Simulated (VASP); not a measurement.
# Tl (Pm-3m) in VASP: single point with LDA

Aim: the single point of Tl with LDA.

Everything below comes from runs of VASP 6.6.1. Logs are shortened: lines on timing, memory, paths and dates and some standing lists are left out, and cuts for length are marked.

### Step 1. The cell of the first run

It takes space group Pm-3m (No. 221, cubic). Conventional cell: a = 5.963 Å, b = 5.963 Å, c = 5.963 Å, α = 90.00°, β = 90.00°, γ = 90.00°.

### Step 2. Single point, LDA

INCAR reads:

```
SYSTEM = Tl
PREC     = Accurate       ! precision mode
ENCUT    = 520            ! plane-wave cutoff, eV
EDIFF    = 1E-7           ! SCF threshold, eV
ISMEAR   = -1             ! smearing method
SIGMA    = 0.1            ! smearing width, eV
LREAL    = .FALSE.        ! projectors in reciprocal space
LASPH    = .TRUE.         ! aspherical terms in the spheres
NELM     = 60             ! most SCF steps
ALGO     = Normal         ! electronic algorithm
ISIF     = 2              ! what is computed and relaxed
LWAVE    = .FALSE.        ! write WAVECAR
LCHARG   = .FALSE.        ! write CHGCAR
NBANDS   = 12             ! bands
```

KPOINTS reads:

```
Automatic mesh
0
G
  4 4 4
  0 0 0
```

POSCAR reads:

```
Tl
1.0
    5.9628490000      0.0000000000      0.0000000000
    0.0000000000      5.9628490000      0.0000000000
    0.0000000000      0.0000000000      5.9628490000
Tl
1
Direct
    0.5000000000      0.5000000000      0.5000000000
```

Potentials or basis: VASP PAW LDA potentials, release 64 (Tl_d).

On the command line:

```bash
$ cat potpaw_LDA.64/Tl_d/POTCAR > POTCAR
$ mpirun -np 1 vasp_std > vasp.out
```

OUTCAR:

```text
SYSTEM = Tl
   PREC = Accurate
   ENCUT = 520
   EDIFF = 1E-7
   ISMEAR = -1
   LREAL = .FALSE.
   LASPH = .TRUE.
   NELM = 60
   ISIF = 2

 ion  position               nearest neighbor table
   1  0.500  0.500  0.500-

  LATTYP: Found a simple cubic cell.
 ALAT       =     5.9628490000

  Lattice vectors:

 A1 = (   5.9628490000,   0.0000000000,   0.0000000000)
 A2 = (   0.0000000000,   5.9628490000,   0.0000000000)
 A3 = (   0.0000000000,   0.0000000000,   5.9628490000)

Analysis of symmetry for initial positions (statically):
=====================================================================
 Subroutine PRICEL returns:
 Original cell was already a primitive cell.

 Routine SETGRP: Setting up the symmetry group for a
 simple cubic supercell.

 Subroutine GETGRP returns: Found 48 space group operations
 (whereof 48 operations were pure point group operations)
 out of a pool of 48 trial point group operations.

The static configuration has the point symmetry O_h .

Analysis of symmetry for dynamics (positions and initial velocities):
=====================================================================
 Subroutine PRICEL returns:
 Original cell was already a primitive cell.

 Routine SETGRP: Setting up the symmetry group for a
 simple cubic supercell.

 Subroutine GETGRP returns: Found 48 space group operations
 (whereof 48 operations were pure point group operations)
 out of a pool of 48 trial point group operations.

The dynamic configuration has the point symmetry O_h .

 Subroutine INISYM returns: Found 48 space group operations
 (whereof 48 operations are pure point group operations),
 and found     1 'primitive' translations

----------------------------------------------------------------------------------------

                                     Primitive cell

  volume of cell :     212.0125

  direct lattice vectors                    reciprocal lattice vectors
     5.962849000  0.000000000  0.000000000     0.167705068  0.000000000  0.000000000
     0.000000000  5.962849000  0.000000000     0.000000000  0.167705068  0.000000000
     0.000000000  0.000000000  5.962849000     0.000000000  0.000000000  0.167705068

  length of vectors
     5.962849000  5.962849000  5.962849000     0.167705068  0.167705068  0.167705068

  position of ions in fractional coordinates (direct lattice)
     0.500000000  0.500000000  0.500000000

  ion indices of the primitive-cell ions
   primitive index   ion index
                 1           1

----------------------------------------------------------------------------------------

 KPOINTS: Automatic mesh

Automatic generation of k-mesh.
 Grid dimensions read from file:
 generate k-points for:    4    4    4

 Generating k-lattice:

  Cartesian coordinates                     Fractional coordinates (reciprocal lattice)
     0.041926267  0.000000000  0.000000000     0.250000000  0.000000000  0.000000000
     0.000000000  0.041926267  0.000000000     0.000000000  0.250000000  0.000000000
     0.000000000  0.000000000  0.041926267     0.000000000  0.000000000  0.250000000

  Length of vectors
     0.041926267  0.041926267  0.041926267

  Shift w.r.t. Gamma in fractional coordinates (k-lattice)
     0.000000000  0.000000000  0.000000000

 Subroutine IBZKPT returns following result:
 ===========================================

 Found     10 irreducible k-points:

 Following reciprocal coordinates:
            Coordinates               Weight
  0.000000  0.000000  0.000000      1.000000
  0.250000  0.000000  0.000000      6.000000
  0.500000  0.000000  0.000000      3.000000
  0.250000  0.250000  0.000000     12.000000
  0.500000  0.250000  0.000000     12.000000
  0.500000  0.500000  0.000000      3.000000
  0.250000  0.250000  0.250000      8.000000
  0.500000  0.250000  0.250000     12.000000
  0.500000  0.500000  0.250000      6.000000
  0.500000  0.500000  0.500000      1.000000
   k-points           NKPTS =     10   k-points in BZ     NKDIM =     10   number of bands    NBANDS=     12
   number of dos      NEDOS =    301   number of ions     NIONS =      1
   total plane-waves  NPLWV = 110592
   dimension x,y,z NGX =    48 NGY =   48 NGZ =   48
   dimension x,y,z NGXF=    96 NGYF=   96 NGZF=   96
   ions per type =               1
   NGX,Y,Z   is equivalent  to a cutoff of  13.38, 13.38, 13.38 a.u.
   NGXF,Y,Z  is equivalent  to a cutoff of  26.77, 26.77, 26.77 a.u.
 SYSTEM =  Tl
   PREC   = accura    normal or accurate (medium, high low for compatibility)
   ISTART =      0    job   : 0-new  1-cont  2-samecut
   ICHARG =      2    charge: 1-file 2-atom 10-const
   ISPIN  =      1    spin polarized calculation?
   LNONCOLLINEAR =      F non collinear calculations
   LSORBIT =      F    spin-orbit coupling
   LASPH  =      T    aspherical Exc in radial PAW
   ENCUT  =  520.0 eV  38.22 Ry    6.18 a.u.  11.09 11.09 11.09*2*pi/ulx,y,z
   NELM   =     60;   NELMIN=  2; NELMDL= -5     # of ELM steps
   EDIFF  = 0.1E-06   stopping-criterion for ELM
   LREAL  =      F    real-space projection
   EDIFFG = 0.1E-05   stopping-criterion for IOM
   NSW    =      0    number of steps for IOM
   IBRION =     -1    ionic relax: 0-MD 1-quasi-New 2-CG
   NFREE  =      0    steps in history (QN), initial steepest desc. (CG)
   ISIF   =      2    stress and relaxation
   ISYM   =      2    0-nonsym 1-usesym 2-fastsym
   POTIM  = 0.5000    time-step for ionic-motion
   TEBEG  =    0.0;   TEEND  =   0.0 temperature during run
   PSTRESS=    0.0 pullay stress
   NELECT =      13.0000    total number of electrons
   NUPDOWN=      -1.0000    fix difference up-down
   EMIN   =  10.00;   EMAX   =-10.00  energy-range for DOS
   EFERMI =   0.00;   METHOD = LEGACY
   ISMEAR =    -1;   SIGMA  =   0.10  broadening in eV -4-tet -1-fermi 0-gaus
   EFERMI_NEDOS =   21; number of points for ismear=-14 and -15
   IALGO  =     38    algorithm
   IMIX   =      4    mixing-type and parameters
     AMIX     =   0.40;   BMIX     =  1.00
     AMIX_MAG =   1.60;   BMIX_MAG =  1.00
  volume/ion in A,a.u.               =     212.01      1430.73
  Fermi-wavevector in a.u.,A,eV,Ry     =   0.645558  1.219928  5.670167  0.416746
  Thomas-Fermi vector in A             =   1.713254
   LORBIT       =      0    0 simple, 1 ext, 2 COOP (PROOUT), +10 PAW based schemes
   GGA     = CA    functional components
   LHFCALC =     F    Hartree Fock is set to
   AEXX    =    0.0000 exact exchange contribution
   IVDW    =     0    specifies the selected vdW correction
   LEPSILON=     F    determine dielectric tensor
   LRPA    =     F    only Hartree local field effects (RPA)
 non-spin polarized calculation
  energy-cutoff  :      520.00
  volume of cell :      212.01
 maximum number of plane-waves:      5832
 NGX is ok and might be reduce to    48
   NGX = 23   NGY = 23   NGZ = 23

 number of electron      13.0000003 magnetization

 Free energy of the ion-electron system (eV)
  ---------------------------------------------------
  ext. energy  EPLUGINS =         0.00000000
  ---------------------------------------------------
  free energy    TOTEN  =        -0.59209916 eV

  energy without entropy =       -0.45421946  energy(sigma->0) =       -0.52315931

 E-fermi :  -1.5855     XC(G=0):  -3.7258

 val. band max:       -1.5966291698   @ k =   0.5000   0.5000   0.0000
 cond. band min:      -1.5012936073   @ k =   0.5000   0.5000   0.2500
 fundamental gap:      0.0953355625
 Fermi energy:        -1.5855220087

 k-point     1 :       0.0000    0.0000    0.0000
  band No.  band energies     occupation
      1     -14.3793      2.00000
      2     -14.3793      2.00000
      3     -14.3777      2.00000
      4     -14.3777      2.00000
      5     -14.3777      2.00000
      6      -8.4927      2.00000
      7      -0.7586      0.00051
      8      -0.7586      0.00051
      9      -0.7586      0.00051
     10       0.0643      0.00000
     11       2.4836      0.00000
     12       2.4836      0.00000

 k-point     2 :       0.2500    0.0000    0.0000
  band No.  band energies     occupation
      1     -14.3793      2.00000
      2     -14.3783      2.00000
      3     -14.3779      2.00000
      4     -14.3779      2.00000
      5     -14.3776      2.00000
      6      -8.4706      2.00000
      7      -1.4481      0.40384
      8      -0.6958      0.00027
      9      -0.6958      0.00027
     10       0.6931      0.00000
     11       2.6974      0.00000
     12       2.8791      0.00000

 k-point     3 :       0.5000    0.0000    0.0000
  band No.  band energies     occupation
      1     -14.3792      2.00000
      2     -14.3781      2.00000
      3     -14.3781      2.00000
      4     -14.3776      2.00000
      5     -14.3773      2.00000
      6      -8.4479      2.00000
      7      -1.8447      1.86066
      8      -0.6282      0.00014
      9      -0.6282      0.00014
     10       1.2023      0.00000
     11       2.3790      0.00000
     12       3.0617      0.00000
[... 76 lines left out ...]
 k-point     9 :       0.5000    0.5000    0.2500
  band No.  band energies     occupation
      1     -14.3786      2.00000
      2     -14.3783      2.00000
      3     -14.3783      2.00000
      4     -14.3773      2.00000
      5     -14.3763      2.00000
      6      -8.3862      2.00000
      7      -1.5013      0.60211
      8      -1.5013      0.60211
      9      -1.0275      0.00752
     10       1.4461      0.00000
     11       2.4950      0.00000
     12       2.4950      0.00000

 k-point    10 :       0.5000    0.5000    0.5000
  band No.  band energies     occupation
      1     -14.3786      2.00000
      2     -14.3786      2.00000
      3     -14.3786      2.00000
      4     -14.3764      2.00000
      5     -14.3764      2.00000
      6      -8.3660      2.00000
      7      -1.3926      0.25372
      8      -1.3926      0.25372
      9      -1.3926      0.25372
     10       1.9294      0.00000
     11       1.9294      0.00000
     12       1.9294      0.00000

------------------------ aborting loop because EDIFF is reached ----------------------------------------

  FORCE on cell =-STRESS in cart. coord.  units (eV):
  Direction    XX          YY          ZZ          XY          YZ          ZX
  --------------------------------------------------------------------------------------
  -------------------------------------------------------------------------------------
  Total       -0.6649401     -0.6649401     -0.6649401     -0.0000000     -0.0000000      0.0000000
  in kB       -5.0249493     -5.0249493     -5.0249493     -0.0000000     -0.0000000      0.0000000
  external PRESSURE =      -5.0249493 kB  Pullay stress =       0.0000000 kB

 VOLUME and BASIS-vectors are now :
 -----------------------------------------------------------------------------
  energy-cutoff  :      520.00
  volume of cell :      212.01
      direct lattice vectors                 reciprocal lattice vectors
     5.962849000  0.000000000  0.000000000     0.167705068  0.000000000  0.000000000
     0.000000000  5.962849000  0.000000000     0.000000000  0.167705068  0.000000000
     0.000000000  0.000000000  5.962849000     0.000000000  0.000000000  0.167705068

 POSITION                                       TOTAL-FORCE (eV/Angst)
 -----------------------------------------------------------------------------------
      2.98142      2.98142      2.98142         0.000000      0.000000      0.000000
 -----------------------------------------------------------------------------------
    total drift:                                0.000000     -0.000000     -0.000000

  FREE ENERGIE OF THE ION-ELECTRON SYSTEM (eV)
  ---------------------------------------------------
  free  energy   TOTEN  =        -0.5920991578 eV

  energy  without entropy=       -0.4542194562  energy(sigma->0) =       -0.52315931
```

It took 16 s on 1 thread of Intel Xeon Platinum 8375C at 2.90GHz (Ice Lake), shared host; peak memory 0.24 GiB.

What came out:

```
Free energy : -0.5921 eV
Pressure    : -0.5 GPa
```

Caveat: spin-orbit coupling is left out, which moves the levels of the heavy elements.
